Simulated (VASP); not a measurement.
SiC:

```
CELL_PARAMETERS angstrom
3.03413 0.00000 0.00000
-1.51706 2.62763 0.00000
0.00000 0.00000 9.93454
ATOMIC_POSITIONS crystal
Si 0.00000 0.00000 0.18789
Si 0.00000 0.00000 0.68789
Si 0.33333 0.66667 0.43784
Si 0.66667 0.33333 0.93784
C 0.00000 0.00000 0.00046
C 0.00000 0.00000 0.50046
C 0.33333 0.66667 0.24980
C 0.66667 0.33333 0.74980
```

Base run:

| Quantity | Value |
| --- | --- |
| Program | VASP 6.6.1 |
| Functional | PBE |
| Dispersion | D3(BJ) |
| Potentials or basis | VASP PAW PBE potentials, release 64 (Si, C) |
| Cutoff | 520 eV |
| k mesh | 10 × 10 × 3 |
| Occupations | fermi-dirac, width 0.05 eV |
| Spin | no spin polarisation |

Its results: band gap on the k mesh 2.23 eV, indirect (least direct gap 3.36 eV); pressure 8.8 GPa; largest force 0.019 eV/Å.

Task: After a change of settings the same cell gave: band gap on the k mesh 2.24 eV, indirect (least direct gap 3.36 eV); pressure 5.9 GPa; largest force 0.023 eV/Å. Which change was it?
A. dispersion from D3(BJ) to none; further incar settings from ALGO = Normal; EDIFF = 1e-06; NBANDS = 26 to ALGO = Normal; EDIFF = 1e-07; NBANDS = 26
B. functional from PBE to revPBE
C. functional from PBE to PBEsol; dispersion from D3(BJ) to none
D. functional from PBE to PBEsol; dispersion from D3(BJ) to D4

Result: B.

Caveats: the PAW data sets were made with another functional, which shifts forces and pressure a little (some runs).
